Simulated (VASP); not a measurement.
# ZnS (P6_3mc) in VASP: notebook

Runs on ZnS. Level: PBE. Tasks: single point.

All numbers are computed with VASP 6.6.1; they aren't measurements. Logs are shortened: lines on timing, memory, paths and dates and some standing lists are left out, and cuts for length are marked.

## Step 1: The cell of the first run

It takes space group P6_3mc (No. 186, hexagonal). The conventional cell has a = 3.903 Å, b = 3.903 Å, c = 6.305 Å, α = 90.00°, β = 90.00°, γ = 120.00°. Zn (site symmetry 3m) has 4 S at 2.36 to 2.39 Å within 3.1 Å. S (site symmetry 3m) has 4 Zn at 2.36 to 2.39 Å within 3.1 Å.

## Step 2: Single point, PBE (strain +0.0150 x Voigt [1, 1, 0, 0, 0, 0])

INCAR reads:

```
ALGO = Normal
EDIFF = 1E-6
ENCUT = 520
GGA = PE
ISIF = 2
ISMEAR = 0
LASPH = T
LCHARG = F
LREAL = F
LWAVE = F
NBANDS = 26
NELM = 80
PREC = Accurate
SIGMA = 0.05
```

KPOINTS reads:

```
k-points
0
Gamma
  12 12 4
```

POSCAR reads:

```
ZnS
1.0
    3.9031753837      0.0000000000      0.0000000000
   -1.9515876918      3.3802490377      0.0000000000
    0.0000000000      0.0000000000      6.3053333047
Zn S
2 2
Direct
    0.3333333333      0.6666666667      0.0052197899
    0.6666666667      0.3333333333      0.5052197899
    0.3333333333      0.6666666667      0.3797802101
    0.6666666667      0.3333333333      0.8797802101
```

Potentials or basis: VASP PAW PBE potentials, release 64 (Zn, S).

The run is started by

```
$ cat potpaw_PBE.64/Zn/POTCAR potpaw_PBE.64/S/POTCAR > POTCAR
$ mpirun -np 1 vasp_std > vasp.out
```

OUTCAR:

```text
EDIFF = 1E-6
   ENCUT = 520
   GGA = PE
   ISIF = 2
   ISMEAR = 0
   LASPH = T
   LREAL = F
   NELM = 80
   PREC = Accurate

 ion  position               nearest neighbor table
   1  0.333  0.667  0.005-   3 2.36   4 2.39   4 2.39   4 2.39
   2  0.667  0.333  0.505-   4 2.36   3 2.39   3 2.39   3 2.39
   3  0.333  0.667  0.380-   1 2.36   2 2.39   2 2.39   2 2.39
   4  0.667  0.333  0.880-   2 2.36   1 2.39   1 2.39   1 2.39

  LATTYP: Found a hexagonal cell.
 ALAT       =     3.9031753837
 C/A-ratio  =     1.6154368392

  Lattice vectors:

 A1 = (   3.9031753837,   0.0000000000,   0.0000000000)
 A2 = (  -1.9515876918,   3.3802490377,   0.0000000000)
 A3 = (   0.0000000000,   0.0000000000,   6.3053333047)

Analysis of symmetry for initial positions (statically):
=====================================================================
 Subroutine PRICEL returns:
 Original cell was already a primitive cell.

 Routine SETGRP: Setting up the symmetry group for a
 hexagonal supercell.

 Subroutine GETGRP returns: Found 12 space group operations
 (whereof  6 operations were pure point group operations)
 out of a pool of 24 trial point group operations.

The static configuration has the point symmetry C_3v.
 The point group associated with its full space group is C_6v.

Analysis of symmetry for dynamics (positions and initial velocities):
=====================================================================
 Subroutine PRICEL returns:
 Original cell was already a primitive cell.

 Routine SETGRP: Setting up the symmetry group for a
 hexagonal supercell.

 Subroutine GETGRP returns: Found 12 space group operations
 (whereof  6 operations were pure point group operations)
 out of a pool of 24 trial point group operations.

The dynamic configuration has the point symmetry C_3v.
 The point group associated with its full space group is C_6v.

 Subroutine INISYM returns: Found 12 space group operations
 (whereof  6 operations are pure point group operations),
 and found     1 'primitive' translations

----------------------------------------------------------------------------------------

                                     Primitive cell

  volume of cell :      83.1907

[... 82 lines left out ...]
 SYSTEM =  unknown system
   PREC   = accura    normal or accurate (medium, high low for compatibility)
   ISTART =      0    job   : 0-new  1-cont  2-samecut
   ICHARG =      2    charge: 1-file 2-atom 10-const
   ISPIN  =      1    spin polarized calculation?
   LNONCOLLINEAR =      F non collinear calculations
   LSORBIT =      F    spin-orbit coupling
   LASPH  =      T    aspherical Exc in radial PAW
   ENCUT  =  520.0 eV  38.22 Ry    6.18 a.u.   7.26  7.26 11.72*2*pi/ulx,y,z
   NELM   =     80;   NELMIN=  2; NELMDL= -5     # of ELM steps
   EDIFF  = 0.1E-05   stopping-criterion for ELM
   LREAL  =      F    real-space projection
   EDIFFG = 0.1E-04   stopping-criterion for IOM
   NSW    =      0    number of steps for IOM
   IBRION =     -1    ionic relax: 0-MD 1-quasi-New 2-CG
   NFREE  =      0    steps in history (QN), initial steepest desc. (CG)
   ISIF   =      2    stress and relaxation
   ISYM   =      2    0-nonsym 1-usesym 2-fastsym
   POTIM  = 0.5000    time-step for ionic-motion
   TEBEG  =    0.0;   TEEND  =   0.0 temperature during run
   PSTRESS=    0.0 pullay stress
   NELECT =      36.0000    total number of electrons
   NUPDOWN=      -1.0000    fix difference up-down
   EMIN   =  10.00;   EMAX   =-10.00  energy-range for DOS
   EFERMI =   0.00;   METHOD = LEGACY
   ISMEAR =     0;   SIGMA  =   0.05  broadening in eV -4-tet -1-fermi 0-gaus
   EFERMI_NEDOS =   21; number of points for ismear=-14 and -15
   IALGO  =     38    algorithm
   IMIX   =      4    mixing-type and parameters
     AMIX     =   0.40;   BMIX     =  1.00
     AMIX_MAG =   1.60;   BMIX_MAG =  1.00
  volume/ion in A,a.u.               =      20.80       140.35
  Fermi-wavevector in a.u.,A,eV,Ry     =   1.238276  2.340002 20.862181  1.533327
  Thomas-Fermi vector in A             =   2.372808
   LORBIT       =      0    0 simple, 1 ext, 2 COOP (PROOUT), +10 PAW based schemes
   GGA     = PE    functional components
   LHFCALC =     F    Hartree Fock is set to
   AEXX    =    0.0000 exact exchange contribution
   IVDW    =     0    specifies the selected vdW correction
   LEPSILON=     F    determine dielectric tensor
   LRPA    =     F    only Hartree local field effects (RPA)
 non-spin polarized calculation
 Gauss-broadening in eV      SIGMA  =   0.05
  energy-cutoff  :      520.00
  volume of cell :       83.19
 maximum number of plane-waves:      2273
 NGX is ok and might be reduce to    30
   NGX = 15   NGY = 15   NGZ = 23

 number of electron      35.9999968 magnetization

 Free energy of the ion-electron system (eV)
  ---------------------------------------------------
  ext. energy  EPLUGINS =         0.00000000
  ---------------------------------------------------
  free energy    TOTEN  =       -13.67658737 eV

  energy without entropy =      -13.67658737  energy(sigma->0) =      -13.67658737

 E-fermi :   1.8901     XC(G=0):  -9.3764

 val. band max:        1.6323929824   @ k =   0.0000   0.0000   0.0000
 cond. band min:       3.6061841473   @ k =   0.0000   0.0000   0.0000
 fundamental gap:      1.9737911649
 Fermi energy:         1.8901215468

 k-point     1 :       0.0000    0.0000    0.0000
  band No.  band energies     occupation
      1     -11.1640      2.00000
      2     -10.2958      2.00000
      3      -4.5087      2.00000
      4      -4.4868      2.00000
      5      -4.4867      2.00000
      6      -4.4094      2.00000
[... 685 lines left out ...]
     25      10.2554      0.00000
     26      11.2282      0.00000

 [... further k-points ...]
[... 5 lines left out ...]
  --------------------------------------------------------------------------------------
  -------------------------------------------------------------------------------------
  Total       -1.2257102     -1.2257102     -0.3172439     -0.0000000      0.0000000      0.0000000
  in kB      -23.6060631    -23.6060631     -6.1098286     -0.0000000      0.0000000      0.0000000
  external PRESSURE =     -17.7739849 kB  Pullay stress =       0.0000000 kB

 VOLUME and BASIS-vectors are now :
 -----------------------------------------------------------------------------
  energy-cutoff  :      520.00
  volume of cell :       83.19
      direct lattice vectors                 reciprocal lattice vectors
     3.903175384  0.000000000  0.000000000     0.256201657  0.147918096  0.000000000
    -1.951587692  3.380249038  0.000000000     0.000000000  0.295836191  0.000000000
     0.000000000  0.000000000  6.305333305     0.000000000  0.000000000  0.158595898

 POSITION                                       TOTAL-FORCE (eV/Angst)
 -----------------------------------------------------------------------------------
     -0.00000      2.25350      0.03291        -0.000000      0.000000     -0.077957
      1.95159      1.12675      3.18558        -0.000000     -0.000000     -0.077957
     -0.00000      2.25350      2.39464         0.000000     -0.000000      0.077957
      1.95159      1.12675      5.54731        -0.000000      0.000000      0.077957
 -----------------------------------------------------------------------------------
    total drift:                               -0.000000     -0.000001      0.000252

  FREE ENERGIE OF THE ION-ELECTRON SYSTEM (eV)
  ---------------------------------------------------
  free  energy   TOTEN  =       -13.6765873684 eV

  energy  without entropy=      -13.6765873684  energy(sigma->0) =      -13.67658737
```

OSZICAR:

```text
N       E                     dE             d eps       ncg     rms          rms(c)
DAV:   1     0.241932295439E+03    0.24193E+03   -0.16883E+04  2964   0.164E+03
DAV:   2     0.989270294200E+01   -0.23204E+03   -0.22193E+03  3076   0.344E+02
DAV:   3    -0.139523868476E+02   -0.23845E+02   -0.23610E+02  3476   0.110E+02
DAV:   4    -0.145253330421E+02   -0.57295E+00   -0.57165E+00  3442   0.172E+01
DAV:   5    -0.145342535293E+02   -0.89205E-02   -0.89182E-02  3582   0.210E+00    0.888E+00
DAV:   6    -0.136846665359E+02    0.84959E+00   -0.16359E+00  4492   0.358E+01    0.691E+00
DAV:   7    -0.136800909012E+02    0.45756E-02   -0.10990E+00  3162   0.613E+00    0.330E+00
DAV:   8    -0.136755182196E+02    0.45727E-02   -0.34836E-02  3702   0.197E+00    0.864E-01
DAV:   9    -0.136761672610E+02   -0.64904E-03   -0.72709E-03  3974   0.138E+00    0.210E-01
DAV:  10    -0.136763588355E+02   -0.19157E-03   -0.72052E-04  3368   0.309E-01    0.874E-02
DAV:  11    -0.136765857658E+02   -0.22693E-03   -0.38116E-04  3072   0.119E-01    0.571E-02
DAV:  12    -0.136765840861E+02    0.16797E-05   -0.99682E-06  3542   0.215E-02    0.115E-02
DAV:  13    -0.136765873876E+02   -0.33015E-05   -0.61459E-06  2962   0.132E-02    0.522E-03
DAV:  14    -0.136765873684E+02    0.19147E-07   -0.11757E-07  2344   0.694E-03
   1 F= -.13676587E+02 E0= -.13676587E+02  d E =-.283437E-15
```

stdout:

```text
POSCAR found type information on POSCAR ZnS
 POSCAR found :  2 types and       4 ions
 scaLAPACK will be used
 LDA part: xc-table for (Slater+PW92), standard interpolation
 POSCAR, INCAR and KPOINTS ok, starting setup
 FFT: planning ... GRIDC
 FFT: planning ... GRID_SOFT
 FFT: planning ... GRID
 WAVECAR not read
 entering main loop
```

Wall time 1.8 min (1 thread of Intel Xeon Platinum 8259CL at 2.50GHz (Skylake/Cascade Lake), shared host); peak memory 0.25 GiB.

What came out:

```yaml
Free_energy: -13.6766 eV
Pressure: -1.8 GPa
Largest_force: 0.078 eV/Å
Band_gap_on_the_k_mesh: 1.97 eV, direct
```

Forces in eV/Å, atoms in the order of the input:
```
Zn   0.000  0.000 -0.078
Zn   0.000  0.000 -0.078
S    0.000  0.000  0.078
S    0.000  0.000  0.078
```

Stress tensor (GPa, compression positive):
```
-2.36  0.00  0.00
 0.00 -2.36  0.00
 0.00  0.00 -0.61
```

Levels at points of the mesh, in eV from the valence-band top:
```
           k point  band 16  band 17  band 18  band 19  band 20  band 21
(0.00, 0.00, 0.00)    -0.03     0.00     0.00     1.97     2.91     6.29
(0.50, 0.00, 0.00)    -2.07    -1.52    -0.78     3.66     4.14     5.23
(0.00, 0.00, 0.50)    -0.45    -0.45    -0.45     3.35     3.35     6.74
(0.50, 0.00, 0.50)    -1.47    -1.44    -1.44     3.56     3.56     5.30
```

Caveat: the cell differs from its parent crystal (strain +0.0150 x Voigt [1, 1, 0, 0, 0, 0]). A k mesh can miss the band edges.

## Step 3: Single point, PBE (strain +0.0175 x Voigt [1, 1, 0, 0, 0, 0])

INCAR reads:

```
SYSTEM = ZnS
PREC     = Accurate       ! precision mode
ENCUT    = 520            ! plane-wave cutoff, eV
EDIFF    = 1E-6           ! SCF threshold, eV
ISMEAR   = 0              ! smearing method
SIGMA    = 0.05           ! smearing width, eV
LREAL    = .False.        ! projectors in reciprocal space
LASPH    = .True.         ! aspherical terms in the spheres
NELM     = 60             ! most SCF steps
ALGO     = Normal         ! electronic algorithm
ISIF     = 2              ! what is computed and relaxed
LWAVE    = .False.        ! write WAVECAR
LCHARG   = .False.        ! write CHGCAR
GGA      = PE             ! functional
NBANDS   = 26             ! bands
```

KPOINTS reads:

```
Automatic mesh
0
Gamma
  12 12 4
  0 0 0
```

Edit POSCAR of step 2 so:

```diff
@@ -2,4 +2,4 @@
 1.0
-    3.9031753837      0.0000000000      0.0000000000
-   -1.9515876918      3.3802490377      0.0000000000
+    3.9127891162      0.0000000000      0.0000000000
+   -1.9563945581      3.3885747743      0.0000000000
     0.0000000000      0.0000000000      6.3053333047
```

Potentials or basis: VASP PAW PBE potentials, release 64 (Zn, S).

The run is started by

```
$ cat potpaw_PBE.64/Zn/POTCAR potpaw_PBE.64/S/POTCAR > POTCAR
$ mpirun -np 1 vasp_std > vasp.out
```

It took 1.8 min on 1 thread of Intel Xeon Platinum 8259CL at 2.50GHz (Skylake/Cascade Lake), shared host; peak memory 0.26 GiB.

It converged, with:

```yaml
Free_energy: -13.6701 eV
Pressure: -2.1 GPa
Largest_force: 0.089 eV/Å
Band_gap_on_the_k_mesh: 1.96 eV, direct
```

Forces on the atoms (eV/Å):
```
Zn   0.000  0.000 -0.089
Zn   0.000  0.000 -0.089
S    0.000  0.000  0.089
S    0.000  0.000  0.089
```

Stress tensor (GPa, compression positive):
```
-2.73  0.00  0.00
 0.00 -2.73  0.00
 0.00  0.00 -0.73
```

Levels at points of the mesh, in eV from the valence-band top:
| k point | band 14 | band 15 | band 16 | band 17 | band 18 | band 19 | band 20 | band 21 | band 22 | band 23 |
| --- | --- | --- | --- | --- | --- | --- | --- | --- | --- | --- |
| (0.00, 0.00, 0.00) | -0.85 | -0.85 | -0.02 | 0.00 | 0.00 | 1.96 | 2.89 | 6.29 | 6.29 | 6.80 |
| (0.50, 0.00, 0.00) | -3.82 | -2.99 | -2.06 | -1.50 | -0.77 | 3.65 | 4.13 | 5.25 | 6.91 | 7.30 |
| (0.00, 0.00, 0.50) | -2.67 | -0.45 | -0.45 | -0.45 | -0.45 | 3.33 | 3.33 | 6.74 | 6.74 | 6.74 |
| (0.50, 0.00, 0.50) | -4.55 | -1.46 | -1.46 | -1.43 | -1.43 | 3.56 | 3.56 | 5.31 | 5.31 | 8.72 |

Caveat: the cell differs from its parent crystal (strain +0.0175 x Voigt [1, 1, 0, 0, 0, 0]). A k mesh can miss the band edges.

## Step 4: Single point, PBE (strain +0.0200 x Voigt [1, 1, 0, 0, 0, 0])

INCAR reads:

```
PREC = Accurate
ENCUT = 520
EDIFF = 1E-6
ISMEAR = 0
SIGMA = 0.05
LREAL = False
LASPH = True
NELM = 80
ALGO = Normal
ISIF = 2
LWAVE = False
LCHARG = True
GGA = PE
LELF = True
LVHAR = True
NBANDS = 26
```

KPOINTS reads:

```
regular mesh
0
Gamma
  12 12 4
```

Edit POSCAR of step 3 so:

```diff
@@ -2,4 +2,4 @@
 1.0
-    3.9127891162      0.0000000000      0.0000000000
-   -1.9563945581      3.3885747743      0.0000000000
+    3.9224028486      0.0000000000      0.0000000000
+   -1.9612014243      3.3969005108      0.0000000000
     0.0000000000      0.0000000000      6.3053333047
```

Potentials or basis: VASP PAW PBE potentials, release 64 (Zn, S).

The run is started by

```
$ cat potpaw_PBE.64/Zn/POTCAR potpaw_PBE.64/S/POTCAR > POTCAR
$ mpirun -np 1 vasp_std > vasp.out
```

OUTCAR:

```text
PREC = Accurate
   ENCUT = 520
   EDIFF = 1E-6
   ISMEAR = 0
   LREAL = False
   LASPH = True
   NELM = 80
   ISIF = 2
   GGA = PE

 ion  position               nearest neighbor table
   1  0.333  0.667  0.005-   3 2.36   4 2.40   4 2.40   4 2.40
   2  0.667  0.333  0.505-   4 2.36   3 2.40   3 2.40   3 2.40
   3  0.333  0.667  0.380-   1 2.36   2 2.40   2 2.40   2 2.40
   4  0.667  0.333  0.880-   2 2.36   1 2.40   1 2.40   1 2.40

  LATTYP: Found a hexagonal cell.
 ALAT       =     3.9224028486
 C/A-ratio  =     1.6075180312

  Lattice vectors:

 A1 = (   3.9224028486,   0.0000000000,   0.0000000000)
 A2 = (  -1.9612014243,   3.3969005108,   0.0000000000)
 A3 = (   0.0000000000,   0.0000000000,   6.3053333047)

Analysis of symmetry for initial positions (statically):
=====================================================================
 Subroutine PRICEL returns:
 Original cell was already a primitive cell.

 Routine SETGRP: Setting up the symmetry group for a
[... 166 lines left out ...]

 Free energy of the ion-electron system (eV)
  ---------------------------------------------------
  ext. energy  EPLUGINS =         0.00000000
  ---------------------------------------------------
  free energy    TOTEN  =       -13.66273255 eV

  energy without entropy =      -13.66273255  energy(sigma->0) =      -13.66273255

 E-fermi :   1.7943     XC(G=0):  -9.3307

 val. band max:        1.5429220024   @ k =   0.0000   0.0000   0.0000
 cond. band min:       3.4797265291   @ k =   0.0000   0.0000   0.0000
 fundamental gap:      1.9368045267
 Fermi energy:         1.7942751840

 k-point     1 :       0.0000    0.0000    0.0000
  band No.  band energies     occupation
      1     -11.1872      2.00000
      2     -10.3261      2.00000
      3      -4.5638      2.00000
      4      -4.5386      2.00000
      5      -4.5386      2.00000
      6      -4.4616      2.00000
[... 685 lines left out ...]
     25      10.1434      0.00000
     26      11.1021      0.00000

 [... further k-points ...]
[... 5 lines left out ...]
  --------------------------------------------------------------------------------------
  -------------------------------------------------------------------------------------
  Total       -1.6217297     -1.6217297     -0.4405040      0.0000000     -0.0000000      0.0000000
  in kB      -30.9275837    -30.9275837     -8.4007374      0.0000000     -0.0000000      0.0000000
  external PRESSURE =     -23.4186350 kB  Pullay stress =       0.0000000 kB

 VOLUME and BASIS-vectors are now :
 -----------------------------------------------------------------------------
  energy-cutoff  :      520.00
  volume of cell :       84.01
      direct lattice vectors                 reciprocal lattice vectors
     3.922402849  0.000000000  0.000000000     0.254945766  0.147193007  0.000000000
    -1.961201424  3.396900511  0.000000000     0.000000000  0.294386014  0.000000000
     0.000000000  0.000000000  6.305333305     0.000000000  0.000000000  0.158595898

 POSITION                                       TOTAL-FORCE (eV/Angst)
 -----------------------------------------------------------------------------------
     -0.00000      2.26460      0.03291        -0.000000     -0.000000     -0.099293
      1.96120      1.13230      3.18558        -0.000000     -0.000000     -0.099293
     -0.00000      2.26460      2.39464        -0.000000     -0.000000      0.099293
      1.96120      1.13230      5.54731         0.000000      0.000000      0.099293
 -----------------------------------------------------------------------------------
    total drift:                               -0.000001     -0.000001      0.000103

  FREE ENERGIE OF THE ION-ELECTRON SYSTEM (eV)
  ---------------------------------------------------
  free  energy   TOTEN  =       -13.6627325520 eV

  energy  without entropy=      -13.6627325520  energy(sigma->0) =      -13.66273255
```

Run time: 2.3 min. Hardware: 1 thread of Intel Xeon Platinum 8259CL at 2.50GHz (Skylake/Cascade Lake), shared host; peak memory 0.25 GiB.

Results:

| Quantity | Value |
| --- | --- |
| Free energy | -13.6627 eV |
| Pressure | -2.3 GPa |
| Largest force | 0.099 eV/Å |
| Band gap on the k mesh | 1.94 eV, direct |

Forces on the atoms (eV/Å):
```
Zn   0.000  0.000 -0.099
Zn   0.000  0.000 -0.099
S    0.000  0.000  0.099
S    0.000  0.000  0.099
```

Caveat: the cell differs from its parent crystal (strain +0.0200 x Voigt [1, 1, 0, 0, 0, 0]). A k mesh can miss the band edges.

## Step 5: Summary

```tsv
cell	gap on the mesh (eV)	pressure (GPa)	largest force (eV/Å)
a = 3.903, b = 3.903, c = 6.305 Å, angles 90.0, 90.0, 120.0°, 4 atoms	1.97	-1.8	0.08
a = 3.913, b = 3.913, c = 6.305 Å, angles 90.0, 90.0, 120.0°, 4 atoms	1.96	-2.1	0.09
a = 3.922, b = 3.922, c = 6.305 Å, angles 90.0, 90.0, 120.0°, 4 atoms	1.94	-2.3	0.10
```

Alike in all rows: task single point; level PBE; potentials or basis VASP PAW PBE potentials, release 64 (Zn, S); no spin polarisation; k mesh 12 × 12 × 4; cutoff (eV) 520; smearing gaussian 0.05 eV.

Total energies depend on the potentials used, so only differences within one code and one set of settings carry meaning.
